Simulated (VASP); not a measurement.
## PbS: single point with PBE

Crystal: PbS.

```xyz
2
Lattice="0.0000 3.0634 3.0634 3.0634 0.0000 3.0634 3.0634 3.0634 0.0000" Properties=species:S:1:pos:R:3 pbc="T T T"
Pb    0.0000    0.0000    0.0000
S     3.0634    3.0634    3.0634
```

This cell differs from its parent crystal: volume scaled by 1.06.

```
Program                : VASP 6.6.1
Task                   : single point
Functional             : PBE
Potentials or basis    : VASP PAW PBE potentials, release 64 (Pb_d, S)
Cutoff                 : 520 eV
k mesh                 : 10 × 10 × 10
Occupations            : gaussian, width 0.02 eV
Spin                   : no spin polarisation
Dipole correction      : no
Further INCAR settings : ALGO = Normal; EDIFF = 1e-06; NBANDS = 17
```

```yaml
Pressure: -2.8 GPa
Band_gap_on_the_k_mesh: 0.67 eV, direct
```

Levels at points of the mesh, in eV from the valence-band top:
```
           k point  band 6  band 7  band 8  band 9  band 10  band 11  band 12  band 13  band 14  band 15
(0.00, 0.00, 0.00)  -12.69   -6.13   -1.63   -1.63    -1.63     5.00     5.00     5.00     7.04     7.04
(0.50, 0.00, 0.00)  -11.68   -8.25   -1.31   -1.31     0.00     0.67     2.23     2.23     8.62    10.34
(0.50, 0.50, 0.00)  -11.39   -7.00   -4.32   -2.75    -2.75     4.35     5.33     5.40     5.40    11.17
```

Wall time 16 s on 1 thread of AMD EPYC 9R45 96-Core Processor (Zen 5) (shared host), peak memory 0.17 GiB.

Caveat: spin-orbit coupling is left out, which moves the levels of the heavy elements. A k mesh can miss the band edges.
